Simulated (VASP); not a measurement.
Set up this calculation in VASP 6.6.1, as the native input.

- Task: single point
- Functional: PBEsol
- Potentials or basis: VASP PAW PBE potentials, release 64 (Se)
- Cutoff: 500 eV
- k mesh: 12 × 12 × 8
- Occupations: gaussian, width 0.02 eV
- Spin: no spin polarisation
- Dipole correction: no
- Further INCAR settings: ALGO = Normal; EDIFF = 1e-06; NBANDS = 16

The structure of Se lies in POSCAR:

```
Se
1.0
    4.0586613018      0.0000000000      0.0000000000
   -2.0293306509      3.5149037927      0.0000000000
    0.0000000000      0.0000000000      5.0190351289
Se
3
Direct
    0.2487357190      0.0000000000      0.1666666667
    0.0000000000      0.2487357190      0.8333333333
    0.7512642810      0.7512642810      0.5000000000
```

This cell differs from its parent crystal: uniaxial strain along c: -2.0 %.

One way to write it, as run:

INCAR

```
SYSTEM = Se
PREC = Accurate ; ENCUT = 500
EDIFF = 1E-6 ; ISMEAR = 0
SIGMA = 0.02 ; LREAL = .False.
LASPH = .True. ; NELM = 120
ALGO = Normal ; ISIF = 2
LWAVE = .False. ; LCHARG = .False.
GGA = PS ; NBANDS = 16
GGA_COMPAT = .False.
```

KPOINTS

```
Automatic mesh
0
Gamma
  12 12 8
  0 0 0
```

Potentials or basis: VASP PAW PBE potentials, release 64 (Se).

The run is started by

```console
$ cat potpaw_PBE.64/Se/POTCAR > POTCAR
$ mpirun -np 1 vasp_std > vasp.out
```

It gave:

```yaml
Pressure: 1.5 GPa
Largest_force: 0.128 eV/Å
Band_gap_on_the_k_mesh: 0.58 eV (least direct gap 0.64 eV)
```

Caveat: the cell differs from its parent crystal (uniaxial strain along c: -2.0 %); the PAW data sets were made with another functional, which shifts forces and pressure a little.

Run time: 46 s on 1 thread of AMD EPYC 9R45 96-Core Processor (Zen 5) (shared host), peak memory 0.22 GiB.
